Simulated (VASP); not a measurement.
**BAs: single point with PBEsol**

The system is BAs.

```
B As
1.0
     0.00000    2.21061    2.21061
     2.21061    0.00000    2.21061
     2.21061    2.21061    0.00000
B As
1 1
Direct
  0.00000 0.00000 0.00000
  0.75000 0.75000 0.75000
```

```yaml
Program: VASP 6.6.1
Task: single point
Functional: PBEsol
Potentials_or_basis: VASP PAW PBE potentials, release 64 (B, As)
Cutoff: 500 eV
k_mesh: 10 × 10 × 10
Occupations: gaussian, width 0.01 eV
Spin: no spin polarisation
Dipole_correction: no
Further_INCAR_settings: ALGO = Normal; EDIFF = 1e-06; NBANDS = 11
```

The pressure is 52.4 GPa and the band gap on the k mesh is 0.83 eV, indirect (least direct gap 3.59 eV).

Levels at points of the mesh, in eV from the valence-band top:
| k point | band 2 | band 3 | band 4 | band 5 | band 6 | band 7 |
| --- | --- | --- | --- | --- | --- | --- |
| (0.00, 0.00, 0.00) | 0.00 | 0.00 | 0.00 | 3.59 | 3.59 | 3.59 |
| (0.50, 0.00, 0.00) | -10.74 | -2.25 | -2.25 | 4.17 | 4.97 | 4.97 |
| (0.50, 0.50, 0.00) | -9.96 | -5.17 | -5.17 | 1.00 | 1.08 | 13.70 |

Wall time 11 s on 1 thread of Intel Xeon 8259CL (shared host), peak memory 0.14 GiB.

Caveat: the PAW data sets were made with another functional, which shifts forces and pressure a little. A k mesh can miss the band edges.
